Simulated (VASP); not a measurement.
# MgO (I4/mmm) in VASP: further runs

Runs on MgO. Level: PBE. Tasks: single point.

Everything below comes from runs of VASP 6.6.1. Logs are shortened: lines on timing, memory, paths and dates and some standing lists are left out, and cuts for length are marked.

**1. The cell of the first run**

Symmetry: I4/mmm, No. 139, tetragonal system. Conventional cell: a = 2.933 Å, b = 2.933 Å, c = 4.041 Å, α = 90.00°, β = 90.00°, γ = 90.00°. Mg (site symmetry 4/mmm) has 6 O at 2.02 to 2.07 Å within 2.7 Å. O (site symmetry 4/mmm) has 6 Mg at 2.02 to 2.07 Å within 2.7 Å.

**2. Single point, PBE (strain -0.025 along x and y, -0.050 along z)**

INCAR

```
PREC = Accurate
ENCUT = 520
EDIFF = 1E-6
ISMEAR = 0
SIGMA = 0.05
LREAL = False
LASPH = True
NELM = 100
ALGO = Normal
ISIF = 2
LWAVE = False
LCHARG = False
GGA = PE
NBANDS = 11
```

KPOINTS

```
Automatic mesh
0
Gamma
  10 10 10
```

POSCAR

```
MgO
1.0
    0.0000000000      2.0737498328      2.0205767601
    2.0737498328      0.0000000000      2.0205767601
    2.0737498328      2.0737498328      0.0000000000
Mg O
1 1
Direct
    0.0000000000      0.0000000000      0.0000000000
    0.5000000000      0.5000000000      0.5000000000
```

Potentials or basis: VASP PAW PBE potentials, release 64 (Mg, O).

Run with:

```console
$ cat potpaw_PBE.64/Mg/POTCAR potpaw_PBE.64/O/POTCAR > POTCAR
$ mpirun -np 1 vasp_std > vasp.out
```

OUTCAR:

```text
PREC = Accurate
   ENCUT = 520
   EDIFF = 1E-6
   ISMEAR = 0
   LREAL = False
   LASPH = True
   NELM = 100
   ISIF = 2
   GGA = PE

 ion  position               nearest neighbor table
   1  0.000  0.000  0.000-   2 2.02   2 2.02   2 2.07   2 2.07   2 2.07   2 2.07
   2  0.500  0.500  0.500-   1 2.02   1 2.02   1 2.07   1 2.07   1 2.07   1 2.07

  LATTYP: Found a body centered tetragonal cell.
 ALAT       =     2.9327251385
 C/A-ratio  =     1.3779516761

  Lattice vectors:

 A1 = (   0.0000000000,  -2.0737498328,  -2.0205767601)
 A2 = (   0.0000000000,   2.0737498328,  -2.0205767601)
 A3 = (   2.0737498328,   0.0000000000,   2.0205767601)

Analysis of symmetry for initial positions (statically):
=====================================================================
 Subroutine PRICEL returns:
 Original cell was already a primitive cell.

 Routine SETGRP: Setting up the symmetry group for a
 body centered tetragonal supercell.

 Subroutine GETGRP returns: Found 16 space group operations
 (whereof 16 operations were pure point group operations)
 out of a pool of 16 trial point group operations.

The static configuration has the point symmetry D_4h.

Analysis of symmetry for dynamics (positions and initial velocities):
=====================================================================
 Subroutine PRICEL returns:
 Original cell was already a primitive cell.

 Routine SETGRP: Setting up the symmetry group for a
 body centered tetragonal supercell.

 Subroutine GETGRP returns: Found 16 space group operations
 (whereof 16 operations were pure point group operations)
 out of a pool of 16 trial point group operations.

The dynamic configuration has the point symmetry D_4h.

 Subroutine INISYM returns: Found 16 space group operations
 (whereof 16 operations are pure point group operations),
 and found     1 'primitive' translations

----------------------------------------------------------------------------------------

                                     Primitive cell

  volume of cell :      17.3787

  direct lattice vectors                    reciprocal lattice vectors
     0.000000000  2.073749833  2.020576760    -0.241109121  0.241109121  0.247454098
     2.073749833  0.000000000  2.020576760     0.241109121 -0.241109121  0.247454098
     2.073749833  2.073749833  0.000000000     0.241109121  0.241109121 -0.247454098

  length of vectors
     2.895370238  2.895370238  2.932725139     0.421308376  0.421308376  0.421308376

  position of ions in fractional coordinates (direct lattice)
     0.000000000  0.000000000  0.000000000
     0.500000000  0.500000000  0.500000000

  ion indices of the primitive-cell ions
   primitive index   ion index
                 1           1
                 2           2

----------------------------------------------------------------------------------------

 KPOINTS: Automatic mesh

Automatic generation of k-mesh.
 Grid dimensions read from file:
 generate k-points for:   10   10   10

 Generating k-lattice:

  Cartesian coordinates                     Fractional coordinates (reciprocal lattice)
    -0.024110912  0.024110912  0.024745410     0.100000000  0.000000000  0.000000000
     0.024110912 -0.024110912  0.024745410     0.000000000  0.100000000  0.000000000
     0.024110912  0.024110912 -0.024745410    -0.000000000 -0.000000000  0.100000000

  Length of vectors
     0.042130838  0.042130838  0.042130838

  Shift w.r.t. Gamma in fractional coordinates (k-lattice)
     0.000000000  0.000000000  0.000000000

 Subroutine IBZKPT returns following result:
 ===========================================

 Found    102 irreducible k-points:

 Following reciprocal coordinates:
            Coordinates               Weight
  0.000000  0.000000  0.000000      1.000000
  0.100000  0.000000  0.000000      8.000000
  0.200000  0.000000  0.000000      8.000000
  0.300000  0.000000  0.000000      8.000000
  0.400000  0.000000  0.000000      8.000000
  0.500000  0.000000  0.000000      4.000000
[... 16 lines left out ...]
  0.300000  0.300000  0.000000      2.000000
  0.400000  0.300000  0.000000      8.000000
 [... further k-points ...]
   k-points           NKPTS =    102   k-points in BZ     NKDIM =    102   number of bands    NBANDS=     11
   number of dos      NEDOS =    301   number of ions     NIONS =      2
   total plane-waves  NPLWV =  13824
   dimension x,y,z NGX =    24 NGY =   24 NGZ =   24
   dimension x,y,z NGXF=    48 NGYF=   48 NGZF=   48
   ions per type =               1   1
   NGX,Y,Z   is equivalent  to a cutoff of  13.78, 13.78, 13.60 a.u.
   NGXF,Y,Z  is equivalent  to a cutoff of  27.56, 27.56, 27.21 a.u.
 SYSTEM =  unknown system
   PREC   = accura    normal or accurate (medium, high low for compatibility)
   ISTART =      0    job   : 0-new  1-cont  2-samecut
   ICHARG =      2    charge: 1-file 2-atom 10-const
   ISPIN  =      1    spin polarized calculation?
   LNONCOLLINEAR =      F non collinear calculations
   LSORBIT =      F    spin-orbit coupling
   LASPH  =      T    aspherical Exc in radial PAW
   ENCUT  =  520.0 eV  38.22 Ry    6.18 a.u.   5.38  5.38  5.45*2*pi/ulx,y,z
   NELM   =    100;   NELMIN=  2; NELMDL= -5     # of ELM steps
   EDIFF  = 0.1E-05   stopping-criterion for ELM
   LREAL  =      F    real-space projection
   EDIFFG = 0.1E-04   stopping-criterion for IOM
   NSW    =      0    number of steps for IOM
   IBRION =     -1    ionic relax: 0-MD 1-quasi-New 2-CG
   NFREE  =      0    steps in history (QN), initial steepest desc. (CG)
   ISIF   =      2    stress and relaxation
   ISYM   =      2    0-nonsym 1-usesym 2-fastsym
   POTIM  = 0.5000    time-step for ionic-motion
   TEBEG  =    0.0;   TEEND  =   0.0 temperature during run
   PSTRESS=    0.0 pullay stress
   NELECT =       8.0000    total number of electrons
   NUPDOWN=      -1.0000    fix difference up-down
   EMIN   =  10.00;   EMAX   =-10.00  energy-range for DOS
   EFERMI =   0.00;   METHOD = LEGACY
   ISMEAR =     0;   SIGMA  =   0.05  broadening in eV -4-tet -1-fermi 0-gaus
   EFERMI_NEDOS =   21; number of points for ismear=-14 and -15
   IALGO  =     38    algorithm
   IMIX   =      4    mixing-type and parameters
     AMIX     =   0.40;   BMIX     =  1.00
     AMIX_MAG =   1.60;   BMIX_MAG =  1.00
  volume/ion in A,a.u.               =       8.69        58.64
  Fermi-wavevector in a.u.,A,eV,Ry     =   1.264054  2.388715 21.739815  1.597831
  Thomas-Fermi vector in A             =   2.397379
   LORBIT       =      0    0 simple, 1 ext, 2 COOP (PROOUT), +10 PAW based schemes
   GGA     = PE    functional components
   LHFCALC =     F    Hartree Fock is set to
   AEXX    =    0.0000 exact exchange contribution
   IVDW    =     0    specifies the selected vdW correction
   LEPSILON=     F    determine dielectric tensor
   LRPA    =     F    only Hartree local field effects (RPA)
 non-spin polarized calculation
 Gauss-broadening in eV      SIGMA  =   0.05
  energy-cutoff  :      520.00
  volume of cell :       17.38
 maximum number of plane-waves:       487
 NGX is ok and might be reduce to    24
   NGX = 11   NGY = 11   NGZ = 11

 number of electron       7.9999998 magnetization

 Free energy of the ion-electron system (eV)
  ---------------------------------------------------
  ext. energy  EPLUGINS =         0.00000000
  ---------------------------------------------------
  free energy    TOTEN  =       -11.80981937 eV

  energy without entropy =      -11.80981937  energy(sigma->0) =      -11.80981937

 E-fermi :   4.0941     XC(G=0): -11.4254

 val. band max:        3.7681469455   @ k =   0.0000   0.0000   0.0000
 cond. band min:       9.2077537691   @ k =   0.0000   0.0000   0.0000
 fundamental gap:      5.4396068236
 Fermi energy:         4.0940647216

 k-point     1 :       0.0000    0.0000    0.0000
  band No.  band energies     occupation
      1     -13.9005      2.00000
      2       3.7150      2.00000
      3       3.7681      2.00000
      4       3.7681      2.00000
      5       9.2078      0.00000
      6      19.8715      0.00000
      7      19.8715      0.00000
      8      20.1579      0.00000
      9      24.0808      0.00000
     10      25.4892      0.00000
     11      26.3983      0.00000

 k-point     2 :       0.1000    0.0000    0.0000
  band No.  band energies     occupation
      1     -13.7812      2.00000
      2       3.0827      2.00000
      3       3.6626      2.00000
      4       3.6859      2.00000
      5       9.8278      0.00000
      6      18.6920      0.00000
      7      20.1328      0.00000
      8      20.3361      0.00000
      9      24.9110      0.00000
     10      25.6899      0.00000
     11      25.8927      0.00000

 k-point     3 :       0.2000    0.0000    0.0000
  band No.  band energies     occupation
      1     -13.4511      2.00000
      2       1.6897      2.00000
      3       3.4783      2.00000
      4       3.4806      2.00000
      5      11.0113      0.00000
      6      17.2031      0.00000
      7      20.6598      0.00000
      8      20.9550      0.00000
      9      24.3583      0.00000
     10      24.9425      0.00000
     11      27.2156      0.00000

 k-point     4 :       0.3000    0.0000    0.0000
  band No.  band energies     occupation
      1     -13.0013      2.00000
      2       0.2624      2.00000
      3       3.2357      2.00000
      4       3.2672      2.00000
      5      11.8658      0.00000
      6      16.6604      0.00000
      7      20.8115      0.00000
      8      21.3166      0.00000
      9      24.9340      0.00000
     10      25.2240      0.00000
     11      26.6483      0.00000

 k-point     5 :       0.4000    0.0000    0.0000
  band No.  band energies     occupation
      1     -12.5932      2.00000
      2      -0.7967      2.00000
      3       3.0493      2.00000
      4       3.1023      2.00000
      5      12.1055      0.00000
      6      16.9429      0.00000
      7      20.6220      0.00000
      8      21.2359      0.00000
      9      25.9549      0.00000
     10      26.3068      0.00000
     11      26.5533      0.00000
[... 211 lines left out ...]
 k-point    21 :      -0.3000    0.2000    0.0000
  band No.  band energies     occupation
      1     -12.5199      2.00000
      2      -0.1098      2.00000
      3       1.8066      2.00000
      4       2.9834      2.00000
      5      13.6280      0.00000
      6      16.3455      0.00000
      7      18.8084      0.00000
      8      21.7159      0.00000
      9      24.5477      0.00000
     10      25.6928      0.00000
     11      30.4660      0.00000

 k-point    22 :      -0.2000    0.2000    0.0000
  band No.  band energies     occupation
      1     -12.8856      2.00000
      2       0.5450      2.00000
      3       2.2834      2.00000
      4       3.2268      2.00000
      5      12.9188      0.00000
      6      16.1861      0.00000
      7      19.6885      0.00000
      8      22.1763      0.00000
      9      22.6341      0.00000
     10      26.0039      0.00000
     11      30.3426      0.00000

 k-point    23 :       0.3000    0.3000    0.0000
  band No.  band energies     occupation
      1     -12.7335      2.00000
      2       0.4138      2.00000
      3       2.6820      2.00000
      4       2.6820      2.00000
      5      13.3777      0.00000
      6      14.1945      0.00000
      7      19.3299      0.00000
      8      22.4180      0.00000
      9      22.4180      0.00000
     10      28.4269      0.00000
     11      33.0955      0.00000

 k-point    24 :       0.4000    0.3000    0.0000
  band No.  band energies     occupation
      1     -12.4475      2.00000
      2      -0.0448      2.00000
      3       2.2966      2.00000
      4       2.5128      2.00000
      5      13.7445      0.00000
      6      14.2965      0.00000
      7      18.4150      0.00000
      8      22.7080      0.00000
      9      22.9752      0.00000
     10      29.3252      0.00000
     11      32.5540      0.00000

 [... further k-points ...]
[... 5 lines left out ...]
  --------------------------------------------------------------------------------------
  -------------------------------------------------------------------------------------
  Total        1.6833586      1.6833586      2.6004794      0.0000000     -0.0000000      0.0000000
  in kB      155.1919333    155.1919333    239.7429928      0.0000000     -0.0000000      0.0000000
  external PRESSURE =     183.3756198 kB  Pullay stress =       0.0000000 kB

 VOLUME and BASIS-vectors are now :
 -----------------------------------------------------------------------------
  energy-cutoff  :      520.00
  volume of cell :       17.38
      direct lattice vectors                 reciprocal lattice vectors
     0.000000000  2.073749833  2.020576760    -0.241109121  0.241109121  0.247454098
     2.073749833  0.000000000  2.020576760     0.241109121 -0.241109121  0.247454098
     2.073749833  2.073749833  0.000000000     0.241109121  0.241109121 -0.247454098

 POSITION                                       TOTAL-FORCE (eV/Angst)
 -----------------------------------------------------------------------------------
      0.00000      0.00000      0.00000         0.000000     -0.000000      0.000000
      2.07375      2.07375      2.02058        -0.000000      0.000000     -0.000000
 -----------------------------------------------------------------------------------
    total drift:                               -0.000000     -0.000000      0.000000

  FREE ENERGIE OF THE ION-ELECTRON SYSTEM (eV)
  ---------------------------------------------------
  free  energy   TOTEN  =       -11.8098193652 eV

  energy  without entropy=      -11.8098193652  energy(sigma->0) =      -11.80981937
```

It took 10 s on 1 thread of Intel Xeon 6975P-C (Granite Rapids), shared host; peak memory 0.15 GiB.

What came out:

* Free energy: -11.8098 eV
* Pressure: 18.3 GPa
* Band gap on the k mesh: 5.44 eV, direct

Stress tensor (GPa, compression positive):
```
15.52  0.00  0.00
 0.00 15.52  0.00
 0.00  0.00 23.97
```

Caveat: the cell differs from its parent crystal (strain -0.025 along x and y, -0.050 along z).

[end of part 1 of 2]
